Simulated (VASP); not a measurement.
# BP (F-43m) in VASP: notebook, part 2 of 2

VASP 6.6.1.

## (3) Single point, PBEsol

Contents of INCAR:

```
ALGO = Normal
EDIFF = 1E-7
ENCUT = 520
GGA = PS
ISIF = 2
ISMEAR = 0
LASPH = T
LCHARG = T
LELF = T
LREAL = F
LVHAR = T
LWAVE = F
NBANDS = 11
NELM = 80
PREC = Accurate
SIGMA = 0.01
```

Contents of KPOINTS:

```
k-points
0
Gamma
  10 10 10
```

Contents of POSCAR:

```
BP
1.0
    0.0000000000      2.2600863689      2.2600863689
    2.2600863689      0.0000000000      2.2600863689
    2.2600863689      2.2600863689      0.0000000000
B P
1 1
Direct
    0.0000000000      0.0000000000      0.0000000000
    0.2500000000      0.2500000000      0.2500000000
```

Potentials or basis: VASP PAW PBE potentials, release 64 (B, P).

Run with:

```sh
> cat potpaw_PBE.64/B/POTCAR potpaw_PBE.64/P/POTCAR > POTCAR
> mpirun -np 1 vasp_std > vasp.out
```

OUTCAR:

```text
EDIFF = 1E-7
   ENCUT = 520
   GGA = PS
   ISIF = 2
   ISMEAR = 0
   LASPH = T
   LREAL = F
   NELM = 80
   PREC = Accurate

 ion  position               nearest neighbor table
   1  0.000  0.000  0.000-   2 1.96   2 1.96   2 1.96   2 1.96
   2  0.250  0.250  0.250-   1 1.96   1 1.96   1 1.96   1 1.96

  LATTYP: Found a face centered cubic cell.
 ALAT       =     4.5201727378

  Lattice vectors:

 A1 = (   0.0000000000,   2.2600863689,   2.2600863689)
 A2 = (   2.2600863689,   0.0000000000,   2.2600863689)
 A3 = (   2.2600863689,   2.2600863689,   0.0000000000)

Analysis of symmetry for initial positions (statically):
=====================================================================
 Subroutine PRICEL returns:
 Original cell was already a primitive cell.

 Routine SETGRP: Setting up the symmetry group for a
 face centered cubic supercell.

 Subroutine GETGRP returns: Found 24 space group operations
 (whereof 24 operations were pure point group operations)
 out of a pool of 48 trial point group operations.

The static configuration has the point symmetry T_d .

Analysis of symmetry for dynamics (positions and initial velocities):
=====================================================================
 Subroutine PRICEL returns:
 Original cell was already a primitive cell.

 Routine SETGRP: Setting up the symmetry group for a
 face centered cubic supercell.

 Subroutine GETGRP returns: Found 24 space group operations
 (whereof 24 operations were pure point group operations)
 out of a pool of 48 trial point group operations.

The dynamic configuration has the point symmetry T_d .

 Subroutine INISYM returns: Found 24 space group operations
 (whereof 24 operations are pure point group operations),
 and found     1 'primitive' translations

----------------------------------------------------------------------------------------

                                     Primitive cell

  volume of cell :      23.0890
[... 111 lines left out ...]
  Fermi-wavevector in a.u.,A,eV,Ry     =   1.149837  2.172878 17.988619  1.322126
  Thomas-Fermi vector in A             =   2.286505
   LORBIT       =      0    0 simple, 1 ext, 2 COOP (PROOUT), +10 PAW based schemes
   GGA     = PS    functional components
   LHFCALC =     F    Hartree Fock is set to
   AEXX    =    0.0000 exact exchange contribution
   IVDW    =     0    specifies the selected vdW correction
   LEPSILON=     F    determine dielectric tensor
   LRPA    =     F    only Hartree local field effects (RPA)
 non-spin polarized calculation
 Gauss-broadening in eV      SIGMA  =   0.01
  energy-cutoff  :      520.00
  volume of cell :       23.09
 maximum number of plane-waves:       636
   NGX = 11   NGY = 11   NGZ = 11

 number of electron       8.0000001 magnetization

 Free energy of the ion-electron system (eV)
  ---------------------------------------------------
  ext. energy  EPLUGINS =         0.00000000
  ---------------------------------------------------
  free energy    TOTEN  =       -13.67361927 eV

  energy without entropy =      -13.67361927  energy(sigma->0) =      -13.67361927

 E-fermi :   7.6171     XC(G=0): -11.0956

 val. band max:        7.5456060133   @ k =   0.0000   0.0000   0.0000
 cond. band min:       8.6612964506   @ k =   0.4000   0.4000   0.0000
 fundamental gap:      1.1156904374
 Fermi energy:         7.6171188944

 k-point     1 :       0.0000    0.0000    0.0000
  band No.  band energies     occupation
      1      -8.0583      2.00000
      2       7.5456      2.00000
      3       7.5456      2.00000
      4       7.5456      2.00000
      5      10.9201      0.00000
      6      10.9201      0.00000
      7      10.9201      0.00000
      8      15.0677      0.00000
      9      18.8695      0.00000
     10      19.7020      0.00000
     11      19.7020      0.00000
[... 309 lines left out ...]
 k-point    24 :       0.4000    0.3000    0.0000
  band No.  band energies     occupation
      1      -5.0763      2.00000
      2       1.3553      2.00000
      3       3.4121      2.00000
      4       3.9647      2.00000
      5       9.2485      0.00000
      6      11.0390      0.00000
      7      17.0768      0.00000
      8      17.0811      0.00000
      9      21.6161      0.00000
     10      22.8751      0.00000
     11      24.6336      0.00000

 [... further k-points ...]
[... 5 lines left out ...]
  --------------------------------------------------------------------------------------
  -------------------------------------------------------------------------------------
  Total        0.0145319      0.0145319      0.0145319      0.0000000      0.0000000     -0.0000000
  in kB        1.0083910      1.0083910      1.0083910      0.0000000      0.0000000     -0.0000000
  external PRESSURE =       1.0083910 kB  Pullay stress =       0.0000000 kB

 VOLUME and BASIS-vectors are now :
 -----------------------------------------------------------------------------
  energy-cutoff  :      520.00
  volume of cell :       23.09
      direct lattice vectors                 reciprocal lattice vectors
     0.000000000  2.260086369  2.260086369    -0.221230483  0.221230483  0.221230483
     2.260086369  0.000000000  2.260086369     0.221230483 -0.221230483  0.221230483
     2.260086369  2.260086369  0.000000000     0.221230483  0.221230483 -0.221230483

 POSITION                                       TOTAL-FORCE (eV/Angst)
 -----------------------------------------------------------------------------------
      0.00000      0.00000      0.00000        -0.000000     -0.000000     -0.000000
      1.13004      1.13004      1.13004         0.000000      0.000000      0.000000
 -----------------------------------------------------------------------------------
    total drift:                                0.000000      0.000000      0.000000

  FREE ENERGIE OF THE ION-ELECTRON SYSTEM (eV)
  ---------------------------------------------------
  free  energy   TOTEN  =       -13.6736192698 eV

  energy  without entropy=      -13.6736192698  energy(sigma->0) =      -13.67361927
```

It took 6.8 s on 1 thread of Intel Xeon Platinum 8259CL at 2.50GHz (Skylake/Cascade Lake), shared host; peak memory 0.13 GiB.

What came out:

```
Free energy            : -13.6736 eV
Pressure               : 0.1 GPa
Band gap on the k mesh : 1.12 eV, indirect (least direct gap 3.37 eV)
```

Levels at points of the mesh, in eV from the valence-band top:
| k point | band 2 | band 3 | band 4 | band 5 | band 6 | band 7 |
| --- | --- | --- | --- | --- | --- | --- |
| (0.00, 0.00, 0.00) | 0.00 | 0.00 | 0.00 | 3.37 | 3.37 | 3.37 |
| (0.50, 0.00, 0.00) | -9.18 | -1.78 | -1.78 | 3.80 | 4.66 | 4.66 |
| (0.50, 0.50, 0.00) | -8.66 | -4.19 | -4.19 | 1.20 | 1.51 | 12.21 |

Caveat: the PAW data sets were made with another functional, which shifts forces and pressure a little. PBEsol gaps usually lie below the measured ones, often by a third to a half.

## (4) Relaxation of cell and atoms, PBEsol

Contents of INCAR:

```
SYSTEM = BP
ALGO = Normal
EDIFF = 1E-6
EDIFFG = -0.001
ENCUT = 600
GGA = PS
IBRION = 2
ISIF = 3
ISMEAR = 0
LASPH = .TRUE.
LCHARG = .FALSE.
LREAL = .FALSE.
LWAVE = .FALSE.
NELM = 60
NSW = 80
PREC = Accurate
SIGMA = 0.01
```

Contents of KPOINTS:

```
k-points
0
G
  10 10 10
  0 0 0
```

POSCAR is that of step 3.

Run with:

```sh
> cat potpaw_PBE.64/B/POTCAR potpaw_PBE.64/P/POTCAR > POTCAR
> mpirun -np 1 vasp_std > vasp.out
```

Run time: 16 s. Hardware: 1 thread of Intel Xeon Platinum 8259CL at 2.50GHz (Skylake/Cascade Lake), shared host; peak memory 0.15 GiB.

The run converged. Its results:

```yaml
Free_energy: -13.6753 eV
Relaxed_volume: 11.55 Å³/atom
Relaxed_cell: a = 3.197 Å, b = 3.197 Å, c = 3.197 Å, α = 60.00°, β = 60.00°, γ = 60.00°
Space_group_after_relaxing_to_0.05_Å: F-43m (No. 216)
Energy_gained_by_relaxing: 0.0 meV/atom
Ionic_steps: 3
Pressure_after_relaxing: 0.0 GPa
Band_gap_on_the_k_mesh: 1.12 eV, indirect (least direct gap 3.37 eV)
```

Final structure:
```
B P
1.0
     0.00000    2.26057    2.26057
     2.26057    0.00000    2.26057
     2.26057    2.26057    0.00000
B P
1 1
Direct
  0.00000 0.00000 0.00000
  0.25000 0.25000 0.25000
```

Levels at points of the mesh, in eV from the valence-band top:
```csv
k point,band 1,band 2,band 3,band 4,band 5,band 6,band 7,band 8
"(0.00, 0.00, 0.00)",-15.60,0.00,0.00,0.00,3.37,3.37,3.37,7.51
"(0.50, 0.00, 0.00)",-12.20,-9.18,-1.78,-1.78,3.80,4.66,4.66,9.97
"(0.50, 0.50, 0.00)",-10.66,-8.66,-4.19,-4.19,1.20,1.51,12.20,12.20
```

Caveat: the PAW data sets were made with another functional, which shifts forces and pressure a little. A k mesh can miss the band edges.

## (5) Single point, PBEsol

This run uses another cell than the first one, of 10.65 Å³/atom, 0.922 times its volume.

Contents of INCAR:

```
SYSTEM = BP
PREC     = Accurate       ! precision mode
ENCUT    = 520            ! plane-wave cutoff, eV
EDIFF    = 1E-7           ! SCF threshold, eV
ISMEAR   = 0              ! smearing method
SIGMA    = 0.01           ! smearing width, eV
LREAL    = .FALSE.        ! projectors in reciprocal space
LASPH    = .TRUE.         ! aspherical terms in the spheres
NELM     = 80             ! most SCF steps
ALGO     = Normal         ! electronic algorithm
ISIF     = 2              ! what is computed and relaxed
LWAVE    = .FALSE.        ! write WAVECAR
LCHARG   = .FALSE.        ! write CHGCAR
GGA      = PS             ! functional
NBANDS   = 11             ! bands
```

Contents of KPOINTS:

```
regular mesh
0
G
  10 10 10
  0 0 0
```

Contents of POSCAR:

```
BP
1.0
    0.0000000000      2.1998168075      2.1998168075
    2.1998168075      0.0000000000      2.1998168075
    2.1998168075      2.1998168075      0.0000000000
B P
1 1
Direct
    0.0000000000      0.0000000000      0.0000000000
    0.7500000000      0.7500000000      0.7500000000
```

Run with:

```sh
> cat potpaw_PBE.64/B/POTCAR potpaw_PBE.64/P/POTCAR > POTCAR
> mpirun -np 1 vasp_std > vasp.out
```

Run time: 7.1 s. Hardware: 1 thread of Intel Xeon 8259CL, shared host; peak memory 0.14 GiB.

Results (log left out):

```
Free energy            : -13.5874 eV
Pressure               : 16.1 GPa
Band gap on the k mesh : 1.01 eV, indirect (least direct gap 3.51 eV)
```

Levels at points of the mesh, in eV from the valence-band top:
```csv
k point,band 1,band 2,band 3,band 4,band 5,band 6,band 7,band 8
"(0.00, 0.00, 0.00)",-16.35,0.00,0.00,0.00,3.51,3.51,3.51,8.79
"(0.50, 0.00, 0.00)",-12.63,-9.78,-1.88,-1.88,4.31,4.71,4.71,10.24
"(0.50, 0.50, 0.00)",-10.97,-9.09,-4.48,-4.48,1.04,1.44,12.98,12.98
```

Caveat: the PAW data sets were made with another functional, which shifts forces and pressure a little. A k mesh can miss the band edges.

## (6) Relaxation of cell and atoms, PBEsol, target pressure 16 GPa, at which the enthalpy is minimised

Contents of INCAR:

```
SYSTEM = BP
PREC = Accurate ; ENCUT = 600
EDIFF = 1E-6 ; ISMEAR = 0
SIGMA = 0.01 ; LREAL = .FALSE.
LASPH = .TRUE. ; NELM = 100
ALGO = Normal ; ISIF = 3
LWAVE = .FALSE. ; LCHARG = .FALSE.
GGA = PS ; IBRION = 2
NSW = 80 ; EDIFFG = -0.001
PSTRESS = 160.0
```

Contents of KPOINTS:

```
Automatic mesh
0
G
  10 10 10
  0 0 0
```

Contents of POSCAR:

```
BP
1.0
    0.0000000000      2.2600863866      2.2600863866
    2.2600863866      0.0000000000      2.2600863866
    2.2600863866      2.2600863866      0.0000000000
B P
1 1
Direct
    0.0000000000      0.0000000000      0.0000000000
    0.7500000000      0.7500000000      0.7500000000
```

Potentials or basis: VASP PAW PBE potentials, release 64 (B, P).

Run with:

```sh
> cat potpaw_PBE.64/B/POTCAR potpaw_PBE.64/P/POTCAR > POTCAR
> mpirun -np 1 vasp_std > vasp.out
```

It took 38 s on 1 thread of Intel Xeon 8259CL, shared host; peak memory 0.15 GiB.

The run converged. Its results:

```
Free energy                                            : -13.5911 eV
Relaxed volume                                         : 10.65 Å³/atom
Relaxed cell                                           : a = 3.112 Å, b = 3.112 Å, c = 3.112 Å, α = 60.00°, β = 60.00°, γ = 60.00°
Space group after relaxing (to 0.05 Å)                 : F-43m (No. 216)
Energy change on relaxing (the enthalpy is what falls) : +42.1 meV/atom
Ionic steps                                            : 5
Pressure after relaxing                                : 16.0 GPa
Band gap on the k mesh                                 : 1.01 eV, indirect (least direct gap 3.51 eV)
```

The path:
```csv
step,energy change (eV),largest force (eV/Å),pressure (GPa),volume (Å³)
1,0.0000,0.0000,0.11,23.09
2,0.3947,0.0000,39.81,19.47
3,0.0813,0.0000,15.67,21.33
4,0.0846,0.0000,16.03,21.30
5,0.0841,0.0000,16.00,21.30
```

Final structure:
```cif
data_structure
_symmetry_space_group_name_H-M 'P 1'
_symmetry_Int_Tables_number 1
_cell_length_a 3.1117
_cell_length_b 3.1117
_cell_length_c 3.1117
_cell_angle_alpha 60.000
_cell_angle_beta 60.000
_cell_angle_gamma 60.000
_cell_volume 21.30
loop_
_atom_site_label
_atom_site_type_symbol
_atom_site_fract_x
_atom_site_fract_y
_atom_site_fract_z
_atom_site_occupancy
B1 B 0.00000 0.00000 0.00000 1
P1 P 0.75000 0.75000 0.75000 1
```

Levels at points of the mesh, in eV from the valence-band top:
```csv
k point,band 2,band 3,band 4,band 5,band 6,band 7
"(0.00, 0.00, 0.00)",0.00,0.00,0.00,3.51,3.51,3.51
"(0.50, 0.00, 0.00)",-9.78,-1.87,-1.87,4.30,4.71,4.71
"(0.50, 0.50, 0.00)",-9.08,-4.48,-4.48,1.04,1.44,12.97
```

Caveat: the cell is relaxed towards a set pressure, so the enthalpy falls and the energy may rise; the PAW data sets were made with another functional, which shifts forces and pressure a little.

## (7) Summary

| task | cell | cutoff (eV) | gap on the mesh (eV) | pressure (GPa) |
| --- | --- | --- | --- | --- |
| relaxation of cell and atoms | relaxed to 16 GPa from a = 3.196 Å, angles 60.0°, 2 atoms | 500 | 1.01 | 16.0 |
| single point | a = 3.196 Å, angles 60.0°, 2 atoms | 520 | 1.12 | 0.1 |
| relaxation of cell and atoms | relaxed from a = 3.196 Å, angles 60.0°, 2 atoms | 600 | 1.12 | 0.0 |
| single point | a = 3.111 Å, angles 60.0°, 2 atoms | 520 | 1.01 | 16.1 |
| relaxation of cell and atoms | relaxed to 16 GPa from a = 3.196 Å, angles 60.0°, 2 atoms | 600 | 1.01 | 16.0 |

Alike in all rows: level PBEsol; potentials or basis VASP PAW PBE potentials, release 64 (B, P); no spin polarisation; k mesh 10 × 10 × 10; smearing gaussian 0.01 eV.

Caveats: the PAW data sets were made with another functional, which shifts forces and pressure a little; the cell is relaxed towards a set pressure, so the enthalpy falls and the energy may rise (some runs).

Total energies depend on the potentials used, so only differences within one code and one set of settings carry meaning.
